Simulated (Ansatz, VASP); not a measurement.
## One calculation of CoH, two programs

The input INCAR:

```
SYSTEM = CoH
PREC = Accurate
ENCUT = 520
EDIFF = 1E-6
ISMEAR = -1
SIGMA = 0.1
LREAL = .False.
LASPH = .True.
NELM = 150
ALGO = Normal
ISIF = 2
LWAVE = .False.
LCHARG = .False.
ISPIN = 2
MAGMOM = 2.5 0
LORBIT = 11
LMAXMIX = 4
GGA = PS
NBANDS = 16
```

The input KPOINTS:

```
Automatic mesh
0
Gamma
  13 13 13
  0 0 0
```

Contents of POSCAR:

```
CoH
1.0
    0.0000000000      1.8672142812      1.8672142812
    1.8672142812      0.0000000000      1.8672142812
    1.8672142812      1.8672142812      0.0000000000
Co H
1 1
Direct
    0.0000000000      0.0000000000      0.0000000000
    0.5000000000      0.5000000000      0.5000000000
```

Input for Ansatz:

```yaml
crystal:
  lattice:
    - [0.0, 1.8672142811832415, 1.8672142811832415]
    - [1.8672142811832415, 0.0, 1.8672142811832415]
    - [1.8672142811832415, 1.8672142811832415, 0.0]
  atoms:
    - { symbol: Co, position: [0.0, 0.0, 0.0], spin: 2.5 }
    - { symbol: H, position: [0.5, 0.5, 0.5] }
basis:
  ecutwfc: 476.19925930478996
  xc_grid: 2
kpoints:
  mp_grid:
    grid: [13, 13, 13]
hamiltonian:
  xc: pbesol
magnetization:
  spin_polarized: true
scf:
  self_checks: high
  convergence:
    dr2_threshold: 1.0e-07
  occupations:
    method: fermi_dirac
    width: 0.1
output:
  stress: true
```

Alike in both runs: task single point; functional PBEsol; k mesh 13 × 13 × 13; occupations fermi-dirac, width 0.1 eV; collinear spin.

```csv
,VASP,Ansatz
version,VASP 6.6.1,Ansatz 0.2.0
potentials or method,"VASP PAW PBE potentials, release 64 (Co, H), cutoff 520 eV","plane waves, PAW"
valence electrons in the cell,10,18
```

Ansatz gave:

- gap on the k mesh at the Fermi level (eV): none
- pressure (GPa): -13.7
- net moment per atom (μB): 0.60
- size of the moment on the site where the two differ most (μB): 1.20

Q: Which values does VASP return?

A: gap on the k mesh at the Fermi level (eV): none; pressure (GPa): -14.0; net moment per atom (μB): 0.60; size of the moment on the site where the two differ most (μB): 1.23.

VASP's potentials were made for PBE, not for PBEsol. Site moments also hang on the region over which each program counts them. A gap of «none» marks a metal or a gap that the smearing closes. With one functional, cell and mesh, what is left measures potentials, basis and numerics. VASP's potentials hold 10 valence electrons a cell and Ansatz's 18, so a difference there can come from the potentials and not from the codes. Ansatz's warnings: stress scf threshold loose.
